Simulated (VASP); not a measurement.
Write the native input for VASP 6.6.1 that does the following.

```
Task                   : electric field gradients
Functional             : LDA
Potentials or basis    : VASP PAW LDA potentials, release 64 (Pb_d, S)
Cutoff                 : 400 eV
k mesh                 : 7 × 7 × 7
Occupations            : fermi-dirac, width 0.01 eV
Spin                   : no spin polarisation
Dipole correction      : no
Further INCAR settings : ALGO = Normal; EDIFF = 1e-08; NBANDS = 17
```

The structure of PbS lies in POSCAR:

```
PbS
1.0
    0.0000000000      2.9650000000      2.9353500000
    2.9650000000      0.0000000000      2.9353500000
    2.9650000000      2.9650000000      0.0000000000
Pb S
1 1
Direct
    0.0000000000      0.0000000000      0.0000000000
    0.5000000000      0.5000000000      0.5000000000
```

This cell differs from its parent crystal: zz strain of -1 %.

These files were run (other wordings do the same):

INCAR

```
  PREC = Accurate
  ENCUT = 400
  EDIFF = 1E-8
  ISMEAR = -1
  SIGMA = 0.01
  LREAL = False
  LASPH = True
  NELM = 120
  ALGO = Normal
  ISIF = 2
  LWAVE = False
  LCHARG = False
  LEFG = True
  NBANDS = 17
  GGA_COMPAT = False
```

KPOINTS

```
regular mesh
0
Gamma
  7 7 7
```

Potentials or basis: VASP PAW LDA potentials, release 64 (Pb_d, S).

Run with:

```console
$ cat potpaw_LDA.64/Pb_d/POTCAR potpaw_LDA.64/S/POTCAR > POTCAR
$ mpirun -np 1 vasp_std > vasp.out
```

It gave:

The pressure is -2.0 GPa, the band gap on the k mesh is 0.86 eV and the largest electric field gradient by atom is Pb -30.2; S -1.4 V/Å².

Caveat: the cell differs from its parent crystal (zz strain of -1 %); without QUAD_EFG the Cq values of the log hold for a quadrupole moment of 1 mb, not for the nuclei; spin-orbit coupling is left out, which moves the levels of the heavy elements.

Wall time 47 s on 1 thread of Intel Xeon 8259CL, with other jobs on the host, peak memory 0.15 GiB.
